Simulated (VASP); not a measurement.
Runs of VASP 6.6.1 on MnS. The structure is that of space group Fm-3m (No. 225), or close to it. The cells are those of the table. 

| level | spin | cell | k mesh | gap on the mesh (eV) | pressure (GPa) | moment (μB) |
| --- | --- | --- | --- | --- | --- | --- |
| r2SCAN | collinear, ferromagnetic start | a = 3.645 Å, angles 60.0°, 2 atoms | 12 × 12 × 12 | none | 3.0 | (d) |
| r2SCAN | off | a = 3.691 Å, angles 60.0°, 2 atoms | 12 × 12 × 12 | none | (c) | - |
| PBE | collinear, ferromagnetic start | a = 3.621 Å, angles 60.0°, 2 atoms | 6 × 6 × 6 | none | (a) | 4.53 |
| PBE | collinear, ferromagnetic start | a = 3.654 Å, angles 60.0°, 2 atoms | 6 × 6 × 6 | none | -2.0 | (b) |
| r2SCAN | collinear, ferromagnetic start | a = 3.596 Å, angles 60.0°, 2 atoms | 12 × 12 × 12 | none | 6.3 | 4.88 |
| r2SCAN | collinear, ferromagnetic start | a = 3.691 Å, angles 60.0°, 2 atoms | 12 × 12 × 12 | none | 0.1 | 4.99 |
| PBE | collinear, ferromagnetic start | a = 3.596 Å, angles 60.0°, 2 atoms | 6 × 6 × 6 | none | 0.0 | 4.45 |
| r2SCAN | collinear, ferromagnetic start | a = 3.700 Å, angles 60.0°, 2 atoms | 12 × 12 × 12 | none | -0.5 | 4.99 |

Alike in all rows: task single point; potentials or basis VASP PAW PBE potentials, release 64 (Mn_pv, S); cutoff (eV) 520; smearing gaussian 0.05 eV.

Task: Estimate the missing entries.

Result: (a) -0.9; (b) 4.64; (c) -21.8; (d) 4.95.

Caveats: semilocal functionals often make such compounds metallic where correlation or magnetic order opens a gap, which also shifts bond lengths; a cell with one magnetic atom can't hold antiferromagnetic order, which such compounds often take (at least some runs); the PAW data sets were made with another functional, which shifts forces and pressure a little (at least some runs); the cell stands under tension (at least some runs); the cell stands under pressure (at least some runs).

A gap of «none» marks levels without a gap at the run's occupations.
